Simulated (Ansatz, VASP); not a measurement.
**One calculation of HfN, two programs**

```
Hf N
1.0
     0.00000    2.25600    2.25600
     2.25600    0.00000    2.25600
     2.25600    2.25600    0.00000
Hf N
1 1
Direct
  0.02500 0.02500 0.97500
  0.47500 0.47500 0.52500
```

Change from the starting cell: shortest bond scaled by 1.1, LAPW.

Alike in both runs: task single point; functional LDA; k mesh 9 × 9 × 9; occupations fermi-dirac, width 0.03 eV; no spin polarisation.

|  | VASP | Ansatz |
| --- | --- | --- |
| version | VASP 6.6.1 | Ansatz 0.2.0 |
| potentials or method | VASP PAW LDA potentials, release 64 (Hf_pv, N), cutoff 520 eV | all-electron LAPW, scalar-relativistic |

|  | VASP | Ansatz | Ansatz less VASP |
| --- | --- | --- | --- |
| pressure (GPa) | -2.5 | -1.3 | +1.16 |
| traceless stress, the component that is largest in VASP (GPa) | 13.92 | 13.99 | +0.068 |
| rms of the force components (eV/Å) | 1.629 | 1.609 | -0.0195 |

LDA's correlation is that of Perdew and Zunger in VASP and of Perdew and Wang (1992) in Ansatz. Atom by atom the forces differ by 0.020 eV/Å (rms over components). Ansatz ran all-electron here, and VASP with PAW potentials.

Spin-orbit coupling is off throughout.
